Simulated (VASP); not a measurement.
Write the native input for VASP 6.6.1 that does the following.

```
Task                   : single point
Functional             : PBE
Dispersion             : D3(BJ)
Potentials or basis    : VASP PAW PBE potentials, release 64 (Mn_pv, Pt)
Cutoff                 : 500 eV
k mesh                 : 12 × 12 × 5
Occupations            : fermi-dirac, width 0.15 eV
Spin                   : collinear spin, ferromagnetic start
Starting moments       : [2.8, 0.0, 0.0] μB
Dipole correction      : no
Further INCAR settings : ALGO = Normal; EDIFF = 1e-06; NBANDS = 28
```

The structure of MnPt2 lies in POSCAR:

```
MnPt2
1.0
    2.8099471134      0.0000000000      0.0000000000
   -1.4049735567      2.4334860964      0.0000000000
    0.0000000000      0.0000000000      6.4217621995
Mn Pt
1 2
Direct
    0.0000000000      0.0000000000      0.0000000000
    0.3333333333      0.6666666667      0.6837940000
    0.6666666667      0.3333333333      0.3162060000
```

The input as run:

INCAR

```
  ALGO = Normal
  EDIFF = 1E-6
  ENCUT = 500
  GGA = PE
  GGA_COMPAT = F
  ISIF = 2
  ISMEAR = -1
  ISPIN = 2
  IVDW = 12
  LASPH = T
  LCHARG = F
  LMAXMIX = 4
  LORBIT = 11
  LREAL = F
  LWAVE = F
  MAGMOM = 2.8 0 0
  NBANDS = 28
  NELM = 200
  PREC = Accurate
  SIGMA = 0.15
```

KPOINTS

```
k-points
0
Gamma
  12 12 5
```

Potentials or basis: VASP PAW PBE potentials, release 64 (Mn_pv, Pt).

Command:

```bash
$ cat potpaw_PBE.64/Mn_pv/POTCAR potpaw_PBE.64/Pt/POTCAR > POTCAR
$ mpirun -np 1 vasp_std > vasp.out
```

It gave:

The pressure is 1.5 GPa. The largest force is 0.129 eV/Å and the net moment is 4.02 μB per cell. The site moments are Mn +3.46; Pt +0.20 μB and the valence electrons inside the program's atomic spheres are Mn 11.63; Pt 9.33. The dispersion energy per atom is -0.596 eV.

Caveat: three body term missing.

It took 100 s on 1 thread of Oxide Virtual Turin-like Processor, on a shared host, peak memory 0.24 GiB.
